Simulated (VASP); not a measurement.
The system is SiNi.

```xyz
8
Lattice="4.5186 0.0000 0.0000 0.0000 4.5186 0.0000 0.0000 0.0000 4.5186" Properties=species:S:1:pos:R:3 pbc="T T T"
Si    2.9530    0.6937    1.5656
Si    0.6937    1.5656    2.9530
Si    1.5656    2.9530    0.6937
Si    3.8249    3.8249    3.8249
Ni    1.5862    3.8455    2.9324
Ni    3.8455    2.9324    1.5862
Ni    2.9324    1.5862    3.8455
Ni    0.6731    0.6731    0.6731
```

- Program: VASP 6.6.1
- Task: relaxation of cell and atoms
- Functional: LDA
- Potentials or basis: VASP PAW LDA potentials, release 64 (Si, Ni)
- Cutoff: 600 eV
- k mesh: 8 × 8 × 8
- Occupations: gaussian, width 0.1 eV
- Spin: no spin polarisation

At the start: pressure -10.7 GPa; volume 11.53 Å³/atom.

Problem. Where does the relaxation end?

Solution. Over 24 steps the energy falls by 22.8 meV/atom and the volume is 10.89 Å³/atom (-5.6 %); space group P2_13 (No. 198, to 0.05 Å).

Step by step:
| step | energy change (eV) | largest force (eV/Å) | pressure (GPa) | volume (Å³) |
| --- | --- | --- | --- | --- |
| 1 | 0.0000 | 0.0454 | -10.74 | 92.26 |
| 2 | 0.0137 | 0.0744 | 13.90 | 82.32 |
| 3 | -0.1821 | 0.0117 | -0.11 | 87.15 |
| 4 | -0.1821 | 0.0129 | 0.16 | 87.05 |
| 5 | -0.1821 | 0.0083 | -0.17 | 87.17 |
| 6 | -0.1821 | 0.0105 | -0.11 | 87.12 |
| 7 | -0.1821 | 0.0113 | -0.05 | 87.10 |
| 8 | -0.1821 | 0.0113 | -0.01 | 87.10 |
| 9 | -0.1821 | 0.0107 | -0.22 | 87.10 |
| 10 | -0.1821 | 0.0120 | 0.13 | 87.10 |
| 11 | -0.1821 | 0.0077 | -0.07 | 87.17 |
| 12 | -0.1821 | 0.0087 | -0.25 | 87.16 |
| 13 | -0.1821 | 0.0101 | -0.05 | 87.13 |
| 14 | -0.1821 | 0.0103 | -0.08 | 87.12 |
| 15 | -0.1821 | 0.0109 | -0.12 | 87.11 |
| 16 | -0.1821 | 0.0110 | -0.06 | 87.11 |
| 17 | -0.1821 | 0.0114 | 0.22 | 87.10 |
| 18 | -0.1821 | 0.0108 | -0.18 | 87.11 |
| 19 | -0.1821 | 0.0118 | 0.09 | 87.10 |
| 20 | -0.1821 | 0.0107 | -0.01 | 87.10 |
| 21 | -0.1821 | 0.0107 | -0.01 | 87.11 |
| 22 | -0.1821 | 0.0106 | -0.01 | 87.11 |
| 23 | -0.1821 | 0.0093 | -0.08 | 87.10 |
| 24 | -0.1822 | 0.0033 | 0.04 | 87.09 |

Final structure:
```
Si Ni
1.0
     4.43260    0.00000    0.00000
     0.00000    4.43260    0.00000
     0.00000    0.00000    4.43260
Si Ni
4 4
Direct
  0.65369 0.15369 0.34631
  0.15369 0.34631 0.65369
  0.34631 0.65369 0.15369
  0.84631 0.84631 0.84631
  0.35093 0.85093 0.64907
  0.85093 0.64907 0.35093
  0.64907 0.35093 0.85093
  0.14907 0.14907 0.14907
```
